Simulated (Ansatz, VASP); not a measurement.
## ZrBr: VASP beside Ansatz

```xyz
4
Lattice="1.7859 1.0311 9.5405 -1.7859 1.0311 9.5405 0.0000 -2.0622 9.5405" Properties=species:S:1:pos:R:3 pbc="T T T"
Zr    0.0000    0.0000    5.9876
Zr    0.0000    0.0000   22.6339
Br    0.0000    0.0000   11.2111
Br    0.0000    0.0000   17.4105
```

Change from the starting cell: volume scaled by 1.06, crystal datasets.

Alike in both runs: task electric field gradients; functional LDA; k mesh 10 × 10 × 10; occupations fermi-dirac, width 0.02 eV; no spin polarisation.

```csv
,VASP,Ansatz
version,VASP 6.6.1,Ansatz 0.2.0
potentials or method,"VASP PAW LDA potentials, release 64 (Zr_sv, Br), cutoff 520 eV","all-electron PAW with datasets made for the crystal, scalar-relativistic"
```

|  | VASP | Ansatz | Ansatz less VASP |
| --- | --- | --- | --- |
| pressure (GPa) | -6.9 | -7.0 | -0.09 |
| traceless stress, the component that is largest in VASP (GPa) | -0.54 | -0.56 | -0.020 |
| rms of the force components (eV/Å) | 0.282 | 0.287 | +0.0048 |
| size of Vzz on the site where it differs most (V/Å²) | 15.1 | 11.4 | -3.68 |

LDA's correlation is that of Perdew and Zunger in VASP and of Perdew and Wang (1992) in Ansatz. Atom by atom the forces differ by 0.006 eV/Å (rms over components). Ansatz ran all-electron here, and VASP with PAW potentials.
